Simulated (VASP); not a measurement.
## Zn2SeS: single point with PBE

System: Zn2SeS, a sheet with vacuum.

```
CELL_PARAMETERS angstrom
3.99921 0.00000 0.00000
-1.99961 3.46342 0.00000
0.00000 0.00000 30.40672
ATOMIC_POSITIONS crystal
Zn 0.33333 0.66667 0.32514
Zn 0.66667 0.33333 0.26045
Se 0.66667 0.33333 0.35007
S 0.33333 0.66667 0.24237
```

| Property | Result |
| --- | --- |
| Program | VASP 6.6.1 |
| Task | single point |
| Functional | PBE |
| Potentials or basis | VASP PAW PBE potentials, release 64 (Zn, Se, S) |
| Cutoff | 520 eV |
| k mesh | 12 × 12 × 1 |
| Occupations | gaussian, width 0.02 eV |
| Spin | no spin polarisation |
| Dipole correction | yes |
| k mesh for the DOS | 18 × 18 × 1 |
| Occupations for the DOS | tetrahedron |
| Further INCAR settings | ALGO = Normal; EDIFF = 1e-06 |

```yaml
Valence_electrons_inside_the_program's_atomic_spheres: Zn 10.78, 10.70; Se 3.87; S 3.71
```

Levels at points of the mesh, in eV from the valence-band top:
```csv
k point,band 15,band 16,band 17,band 18,band 19,band 20,band 21,band 22
"(0.00, 0.00, 0.00)",-1.05,-0.66,0.00,0.00,1.75,2.42,5.31,5.42
"(0.50, 0.00, 0.00)",-2.33,-2.18,-1.05,-0.93,2.96,3.76,4.27,5.67
```

It took 21 min on 1 thread of Intel Xeon 8259CL (shared host), peak memory 0.7 GiB.
